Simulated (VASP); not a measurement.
# CoSi2 (Fm-3m) in VASP: further runs

CoSi2 is run at these levels: PBE; tasks: single point.

Program: VASP 6.6.1. These are calculated values, not measurements. Logs are shortened: lines on timing, memory, paths and dates and some standing lists are left out, and cuts for length are marked.

### Step 1. The cell of the first run

It takes space group Fm-3m (No. 225, cubic). Conventional cell: a = 5.320 Å, b = 5.320 Å, c = 5.320 Å, α = 90.00°, β = 90.00°, γ = 90.00°. Co (site symmetry m-3m) has 8 Si at 2.30 Å within 3.0 Å. Within 3.0 Å of Si (site symmetry -43m) lie 4 Co at 2.30 Å and 6 Si at 2.66 Å.

### Step 2. Single point, PBE, collinear spin, ferromagnetic start (volume scaled by 0.98)

INCAR

```
SYSTEM = CoSi2
ALGO = Normal ; EDIFF = 1E-7
ENCUT = 520 ; GGA = PE
ISIF = 2 ; ISMEAR = -1
ISPIN = 2 ; LASPH = .TRUE.
LCHARG = .FALSE. ; LMAXMIX = 4
LORBIT = 11 ; LREAL = .FALSE.
LWAVE = .FALSE. ; MAGMOM = 2 0 0
NBANDS = 20 ; NELM = 150
PREC = Accurate ; SIGMA = 0.05
```

KPOINTS

```
k-points
0
G
  9 9 9
  0 0 0
```

POSCAR

```
CoSi2
1.0
    0.0000000000      2.6600263041      2.6600263041
    2.6600263041      0.0000000000      2.6600263041
    2.6600263041      2.6600263041      0.0000000000
Co Si
1 2
Direct
    0.0000000000      0.0000000000      0.0000000000
    0.7500000000      0.7500000000      0.7500000000
    0.2500000000      0.2500000000      0.2500000000
```

Potentials or basis: VASP PAW PBE potentials, release 64 (Co, Si).

On the command line:

```sh
cat potpaw_PBE.64/Co/POTCAR potpaw_PBE.64/Si/POTCAR > POTCAR
mpirun -np 1 vasp_std > vasp.out
```

OUTCAR:

```text
SYSTEM = CoSi2
   EDIFF = 1E-7
   ENCUT = 520
   GGA = PE
   ISIF = 2
   ISMEAR = -1
   ISPIN = 2
   LASPH = .TRUE.
   LORBIT = 11
   LREAL = .FALSE.
   NELM = 150
   PREC = Accurate

 ion  position               nearest neighbor table
   1  0.000  0.000  0.000-   2 2.30   2 2.30   2 2.30   3 2.30   3 2.30   3 2.30   3 2.30   2 2.30

   2  0.750  0.750  0.750-   1 2.30   1 2.30   1 2.30   1 2.30   3 2.66   3 2.66   3 2.66   3 2.66
                             3 2.66   3 2.66
   3  0.250  0.250  0.250-   1 2.30   1 2.30   1 2.30   1 2.30   2 2.66   2 2.66   2 2.66   2 2.66
                             2 2.66   2 2.66

  LATTYP: Found a face centered cubic cell.
 ALAT       =     5.3200526082

  Lattice vectors:

 A1 = (   0.0000000000,   2.6600263041,   2.6600263041)
 A2 = (   2.6600263041,   0.0000000000,   2.6600263041)
 A3 = (   2.6600263041,   2.6600263041,   0.0000000000)

Analysis of symmetry for initial positions (statically):
=====================================================================
 Subroutine PRICEL returns:
 Original cell was already a primitive cell.

 Routine SETGRP: Setting up the symmetry group for a
 face centered cubic supercell.

 Subroutine GETGRP returns: Found 48 space group operations
 (whereof 48 operations were pure point group operations)
 out of a pool of 48 trial point group operations.

The static configuration has the point symmetry O_h .

Analysis of symmetry for dynamics (positions and initial velocities):
=====================================================================
 Subroutine PRICEL returns:
 Original cell was already a primitive cell.

 Routine SETGRP: Setting up the symmetry group for a
 face centered cubic supercell.

 Subroutine GETGRP returns: Found 48 space group operations
 (whereof 48 operations were pure point group operations)
 out of a pool of 48 trial point group operations.

The dynamic configuration has the point symmetry O_h .

Analysis of structural, dynamic, and magnetic symmetry:
=====================================================================
 Subroutine PRICEL returns:
 Original cell was already a primitive cell.

 Routine SETGRP: Setting up the symmetry group for a
 face centered cubic supercell.

 Subroutine GETGRP returns: Found 48 space group operations
[... 115 lines left out ...]
   PSTRESS=    0.0 pullay stress
   NELECT =      17.0000    total number of electrons
   NUPDOWN=      -1.0000    fix difference up-down
   EMIN   =  10.00;   EMAX   =-10.00  energy-range for DOS
[... 5 lines left out ...]
     AMIX     =   0.40;   BMIX     =  1.00
     AMIX_MAG =   1.60;   BMIX_MAG =  1.00
  volume/ion in A,a.u.               =      12.55        84.68
  Fermi-wavevector in a.u.,A,eV,Ry     =   1.256016  2.373526 21.464231  1.577576
  Thomas-Fermi vector in A             =   2.389745
   LORBIT       =     11    0 simple, 1 ext, 2 COOP (PROOUT), +10 PAW based schemes
   GGA     = PE    functional components
   LHFCALC =     F    Hartree Fock is set to
   AEXX    =    0.0000 exact exchange contribution
   IVDW    =     0    specifies the selected vdW correction
   LEPSILON=     F    determine dielectric tensor
   LRPA    =     F    only Hartree local field effects (RPA)
 spin polarized calculation
  energy-cutoff  :      520.00
  volume of cell :       37.64
 maximum number of plane-waves:      1026
   NGX = 13   NGY = 13   NGZ = 13

 number of electron      17.0000003 magnetization       0.0000403

 number of electron      17.0000003 magnetization      -0.0000056

 Free energy of the ion-electron system (eV)
  ---------------------------------------------------
  ext. energy  EPLUGINS =         0.00000000
  ---------------------------------------------------
  free energy    TOTEN  =       -19.28447796 eV

  energy without entropy =      -19.27438745  energy(sigma->0) =      -19.27943271

 E-fermi :  10.3342     XC(G=0): -11.8395

 val. band max:       10.3181934656   @ k =  -0.2222   0.1111   0.0000
 cond. band min:      10.3559073418   @ k =   0.3333   0.1111   0.0000
 fundamental gap:      0.0377138762
 Fermi energy:        10.3341610033

 spin component 1

 k-point     1 :       0.0000    0.0000    0.0000
  band No.  band energies     occupation
      1      -2.9145      1.00000
      2       6.2007      1.00000
      3       6.2007      1.00000
      4       6.2007      1.00000
      5       8.3963      1.00000
      6       8.3963      1.00000
[... 541 lines left out ...]
     19      25.5781      0.00000
     20      25.6623      0.00000

 [... further k-points ...]

 spin component 2

 k-point     1 :       0.0000    0.0000    0.0000
  band No.  band energies     occupation
      1      -2.9145      1.00000
      2       6.2007      1.00000
      3       6.2007      1.00000
      4       6.2007      1.00000
      5       8.3963      1.00000
      6       8.3963      1.00000
[... 541 lines left out ...]
     19      25.5781      0.00000
     20      25.6623      0.00000

 [... further k-points ...]
[... 5 lines left out ...]
  --------------------------------------------------------------------------------------
  -------------------------------------------------------------------------------------
  Total        0.9690217      0.9690217      0.9690217      0.0000000     -0.0000000      0.0000000
  in kB       41.2435757     41.2435757     41.2435757      0.0000000     -0.0000000      0.0000000
  external PRESSURE =      41.2435757 kB  Pullay stress =       0.0000000 kB

 VOLUME and BASIS-vectors are now :
 -----------------------------------------------------------------------------
  energy-cutoff  :      520.00
  volume of cell :       37.64
      direct lattice vectors                 reciprocal lattice vectors
     0.000000000  2.660026304  2.660026304    -0.187968066  0.187968066  0.187968066
     2.660026304  0.000000000  2.660026304     0.187968066 -0.187968066  0.187968066
     2.660026304  2.660026304  0.000000000     0.187968066  0.187968066 -0.187968066

 POSITION                                       TOTAL-FORCE (eV/Angst)
 -----------------------------------------------------------------------------------
      0.00000      0.00000      0.00000        -0.000000     -0.000000     -0.000000
      3.99004      3.99004      3.99004         0.000000      0.000000      0.000000
      1.33001      1.33001      1.33001         0.000000      0.000000      0.000000
 -----------------------------------------------------------------------------------
    total drift:                               -0.000000     -0.000000      0.000000

  FREE ENERGIE OF THE ION-ELECTRON SYSTEM (eV)
  ---------------------------------------------------
  free  energy   TOTEN  =       -19.2844779632 eV

  energy  without entropy=      -19.2743874525  energy(sigma->0) =      -19.27943271

 total charge

# of ion       s       p       d       tot
------------------------------------------
    1        0.551   0.744   7.617   8.912
    2        0.717   0.886   0.000   1.603
    3        0.717   0.886   0.000   1.603
--------------------------------------------------
tot          1.985   2.516   7.617  12.118

 magnetization (x)

# of ion       s       p       d       tot
------------------------------------------
    1       -0.000  -0.000  -0.000  -0.000
    2        0.000   0.000   0.000   0.000
    3        0.000   0.000   0.000   0.000
--------------------------------------------------
tot          0.000  -0.000  -0.000  -0.000
```

Run time: 82 s. Hardware: 1 thread of AMD EPYC 7R43 (Zen 3), shared host; peak memory 0.15 GiB.

What came out:

| Quantity | Value |
| --- | --- |
| Free energy | -19.2845 eV |
| Pressure | 4.1 GPa |
| Net moment | 0.00 μB per cell |
| Valence electrons inside the program's atomic spheres | Co 8.91; Si 1.60 |

Levels at points of the mesh, in eV from the Fermi level:
Spin up:
```
           k point  band 7  band 8  band 9  band 10  band 11  band 12
(0.00, 0.00, 0.00)    0.99    3.49    3.49     3.49     3.52     3.52
```
Spin down:
```
           k point  band 5  band 6  band 7  band 8  band 9  band 10  band 11  band 12  band 13  band 14
(0.00, 0.00, 0.00)   -1.94   -1.94    0.99    3.49    3.49     3.49     3.52     3.52     3.52     5.79
```

Caveat: the cell differs from its parent crystal (volume scaled by 0.98); the starting moments collapsed, and a magnetic state may lie lower.

### Step 3. Single point, PBE, collinear spin, ferromagnetic start (volume scaled by 1.04)

INCAR

```
SYSTEM = CoSi2
PREC = Accurate
ENCUT = 520
EDIFF = 1E-7
ISMEAR = -1
SIGMA = 0.05
LREAL = .FALSE.
LASPH = .TRUE.
NELM = 150
ALGO = Normal
ISIF = 2
LWAVE = .FALSE.
LCHARG = .FALSE.
ISPIN = 2
MAGMOM = 2 0 0
LORBIT = 11
LMAXMIX = 4
GGA = PE
NBANDS = 20
```

KPOINTS

```
Automatic mesh
0
G
  9 9 9
  0 0 0
```

POSCAR

```
CoSi2
1.0
    0.0000000000      2.7132408834      2.7132408834
    2.7132408834      0.0000000000      2.7132408834
    2.7132408834      2.7132408834      0.0000000000
Co Si
1 2
Direct
    0.0000000000      0.0000000000      0.0000000000
    0.7500000000      0.7500000000      0.7500000000
    0.2500000000      0.2500000000      0.2500000000
```

Potentials or basis: VASP PAW PBE potentials, release 64 (Co, Si).

On the command line:

```sh
cat potpaw_PBE.64/Co/POTCAR potpaw_PBE.64/Si/POTCAR > POTCAR
mpirun -np 1 vasp_std > vasp.out
```

Run time: 95 s. Hardware: 1 thread of AMD EPYC 7R43 (Zen 3), shared host; peak memory 0.17 GiB.

The run converged. Its results:

| Item | Value |
| --- | --- |
| Free energy | -19.2661 eV |
| Pressure | -6.1 GPa |
| Net moment | 0.00 μB per cell |
| Valence electrons inside the program's atomic spheres | Co 8.75; Si 1.57 |

Levels at points of the mesh, in eV from the Fermi level:
Spin up:
```
           k point  band 5  band 6  band 7  band 8  band 9  band 10  band 11  band 12  band 13  band 14
(0.00, 0.00, 0.00)   -1.75   -1.75    0.40    3.28    3.28     3.28     3.46     3.46     3.46     5.53
```
Spin down:
| k point | band 6 | band 7 | band 8 | band 9 | band 10 | band 11 | band 12 | band 13 |
| --- | --- | --- | --- | --- | --- | --- | --- | --- |
| (0.00, 0.00, 0.00) | -1.75 | 0.40 | 3.28 | 3.28 | 3.28 | 3.46 | 3.46 | 3.46 |

Caveat: the cell differs from its parent crystal (volume scaled by 1.04); the starting moments collapsed, and a magnetic state may lie lower.

### Step 4. Single point, PBE, collinear spin, ferromagnetic start (volume scaled by 1.06)

INCAR

```
SYSTEM = CoSi2
  ALGO = Normal
  EDIFF = 1E-6
  ENCUT = 520
  GGA = PE
  ISIF = 2
  ISMEAR = -1
  ISPIN = 2
  LASPH = .True.
  LCHARG = .False.
  LMAXMIX = 4
  LORBIT = 11
  LREAL = .False.
  LWAVE = .False.
  MAGMOM = 2 0 0
  NBANDS = 20
  NELM = 150
  PREC = Accurate
  SIGMA = 0.05
```

KPOINTS

```
k-points
0
Gamma
  9 9 9
  0 0 0
```

POSCAR

```
CoSi2
1.0
    0.0000000000      2.7305231384      2.7305231384
    2.7305231384      0.0000000000      2.7305231384
    2.7305231384      2.7305231384      0.0000000000
Co Si
1 2
Direct
    0.0000000000      0.0000000000      0.0000000000
    0.7500000000      0.7500000000      0.7500000000
    0.2500000000      0.2500000000      0.2500000000
```

Potentials or basis: VASP PAW PBE potentials, release 64 (Co, Si).

On the command line:

```sh
cat potpaw_PBE.64/Co/POTCAR potpaw_PBE.64/Si/POTCAR > POTCAR
mpirun -np 1 vasp_std > vasp.out
```

OUTCAR:

```text
SYSTEM = CoSi2
   EDIFF = 1E-6
   ENCUT = 520
   GGA = PE
   ISIF = 2
   ISMEAR = -1
   ISPIN = 2
   LASPH = .True.
   LORBIT = 11
   LREAL = .False.
   NELM = 150
   PREC = Accurate

 ion  position               nearest neighbor table
   1  0.000  0.000  0.000-   2 2.36   2 2.36   3 2.36   3 2.36   3 2.36   3 2.36   2 2.36   2 2.36

   2  0.750  0.750  0.750-   1 2.36   1 2.36   1 2.36   1 2.36   3 2.73   3 2.73   3 2.73   3 2.73
                             3 2.73   3 2.73
   3  0.250  0.250  0.250-   1 2.36   1 2.36   1 2.36   1 2.36   2 2.73   2 2.73   2 2.73   2 2.73
                             2 2.73   2 2.73

  LATTYP: Found a face centered cubic cell.
 ALAT       =     5.4610462768

  Lattice vectors:

 A1 = (   0.0000000000,   2.7305231384,   2.7305231384)
 A2 = (   2.7305231384,   0.0000000000,   2.7305231384)
 A3 = (   2.7305231384,   2.7305231384,   0.0000000000)

Analysis of symmetry for initial positions (statically):
=====================================================================
[... 757 lines left out ...]
      1      -3.3549      1.00000
      2       5.5052      1.00000
      3       5.5052      1.00000
      4       5.5052      1.00000
      5       7.6059      1.00000
      6       7.6059      1.00000
[... 541 lines left out ...]
     19      23.9365      0.00000
     20      23.9365      0.00000

 [... further k-points ...]
[... 5 lines left out ...]
  --------------------------------------------------------------------------------------
  -------------------------------------------------------------------------------------
  Total       -2.2524092     -2.2524092     -2.2524092      0.0000000      0.0000000      0.0000000
  in kB      -88.6319481    -88.6319481    -88.6319481      0.0000000      0.0000000      0.0000000
  external PRESSURE =     -88.6319481 kB  Pullay stress =       0.0000000 kB

 VOLUME and BASIS-vectors are now :
 -----------------------------------------------------------------------------
  energy-cutoff  :      520.00
  volume of cell :       40.72
      direct lattice vectors                 reciprocal lattice vectors
     0.000000000  2.730523138  2.730523138    -0.183115094  0.183115094  0.183115094
     2.730523138  0.000000000  2.730523138     0.183115094 -0.183115094  0.183115094
     2.730523138  2.730523138  0.000000000     0.183115094  0.183115094 -0.183115094

 POSITION                                       TOTAL-FORCE (eV/Angst)
 -----------------------------------------------------------------------------------
      0.00000      0.00000      0.00000        -0.000000     -0.000000     -0.000000
      4.09578      4.09578      4.09578        -0.000000     -0.000000     -0.000000
      1.36526      1.36526      1.36526         0.000000      0.000000      0.000000
 -----------------------------------------------------------------------------------
    total drift:                                0.000000     -0.000000     -0.000000

  FREE ENERGIE OF THE ION-ELECTRON SYSTEM (eV)
  ---------------------------------------------------
  free  energy   TOTEN  =       -19.2301475228 eV

  energy  without entropy=      -19.2200564216  energy(sigma->0) =      -19.22510197

 total charge

# of ion       s       p       d       tot
------------------------------------------
    1        0.510   0.652   7.539   8.702
    2        0.721   0.835   0.000   1.556
    3        0.721   0.835   0.000   1.556
--------------------------------------------------
tot          1.952   2.323   7.539  11.814

 magnetization (x)

# of ion       s       p       d       tot
------------------------------------------
    1       -0.000  -0.000  -0.000  -0.000
    2        0.000   0.000   0.000   0.000
    3        0.000   0.000   0.000   0.000
--------------------------------------------------
tot          0.000   0.000  -0.000  -0.000
```

OSZICAR:

```text
N       E                     dE             d eps       ncg     rms          rms(c)
DAV:   1     0.650892110921E+02    0.65089E+02   -0.66134E+03  2848   0.799E+02
DAV:   2    -0.160333023310E+02   -0.81123E+02   -0.71206E+02  2936   0.181E+02
DAV:   3    -0.202868653467E+02   -0.42536E+01   -0.41029E+01  3424   0.442E+01
DAV:   4    -0.203596117389E+02   -0.72746E-01   -0.72579E-01  3276   0.522E+00
DAV:   5    -0.203617513939E+02   -0.21397E-02   -0.21394E-02  3552   0.953E-01    0.156E+01
DAV:   6    -0.260718178022E+02   -0.57101E+01   -0.20283E+01  3120   0.898E+01    0.217E+01
DAV:   7    -0.192551376932E+02    0.68167E+01   -0.10147E+01  3492   0.689E+01    0.316E+00
DAV:   8    -0.192626840936E+02   -0.75464E-02   -0.71214E-01  3628   0.637E+00    0.208E+00
DAV:   9    -0.192293535133E+02    0.33331E-01   -0.95765E-02  3328   0.432E+00    0.740E-01
DAV:  10    -0.192300528990E+02   -0.69939E-03   -0.38473E-03  3680   0.591E-01    0.328E-01
DAV:  11    -0.192300154083E+02    0.37491E-04   -0.61837E-04  3492   0.284E-01    0.128E-01
DAV:  12    -0.192301432754E+02   -0.12787E-03   -0.25473E-04  3340   0.160E-01    0.615E-02
DAV:  13    -0.192301445071E+02   -0.12318E-05   -0.23544E-05  3380   0.530E-02    0.162E-02
DAV:  14    -0.192301465460E+02   -0.20389E-05   -0.30008E-06  3140   0.167E-02    0.549E-03
DAV:  15    -0.192301475228E+02   -0.97676E-06   -0.19748E-06  3160   0.909E-03
   1 F= -.19230148E+02 E0= -.19225102E+02  d E =-.100911E-01  mag=     0.0000
```

Run time: 83 s. Hardware: 1 thread of AMD EPYC 7R43 (Zen 3), shared host; peak memory 0.17 GiB.

What came out:

- Free energy: -19.2301 eV
- Pressure: -8.9 GPa
- Net moment: 0.00 μB per cell
- Valence electrons inside the program's atomic spheres: Co 8.70; Si 1.56

Caveat: the cell differs from its parent crystal (volume scaled by 1.06); the starting moments collapsed, and a magnetic state may lie lower.

### Step 5. Single point, PBE

This run uses another cell than the first one, of 12.80 Å³/atom, 1.020 times its volume.

INCAR

```
SYSTEM = CoSi2
PREC = Accurate
ENCUT = 520
EDIFF = 1E-6
ISMEAR = -1
SIGMA = 0.05
LREAL = .False.
LASPH = .True.
NELM = 80
ALGO = Normal
ISIF = 2
LWAVE = .False.
LCHARG = .False.
GGA = PE
NBANDS = 16
```

KPOINTS

```
Automatic mesh
0
Gamma
  9 9 9
  0 0 0
```

POSCAR

```
CoSi2
1.0
    0.0000000000      2.6780000000      2.6780000000
    2.6780000000      0.0000000000      2.6780000000
    2.6780000000      2.6780000000      0.0000000000
Co Si
1 2
Direct
    0.0000000000      0.0000000000      0.0000000000
    0.7500000000      0.7500000000      0.7500000000
    0.2500000000      0.2500000000      0.2500000000
```

On the command line:

```sh
cat potpaw_PBE.64/Co/POTCAR potpaw_PBE.64/Si/POTCAR > POTCAR
mpirun -np 1 vasp_std > vasp.out
```

Wall time 19 s (1 thread of Intel Xeon Platinum 8375C at 2.90GHz (Ice Lake), shared host); peak memory 0.16 GiB.

The run converged. Its results:

```yaml
Free_energy: -19.2950 eV
Pressure: 0.2 GPa
```

Levels at points of the mesh, in eV from the Fermi level:
```tsv
k point	band 7	band 8	band 9	band 10	band 11	band 12
(0.00, 0.00, 0.00)	0.79	3.44	3.44	3.44	3.48	3.48
```
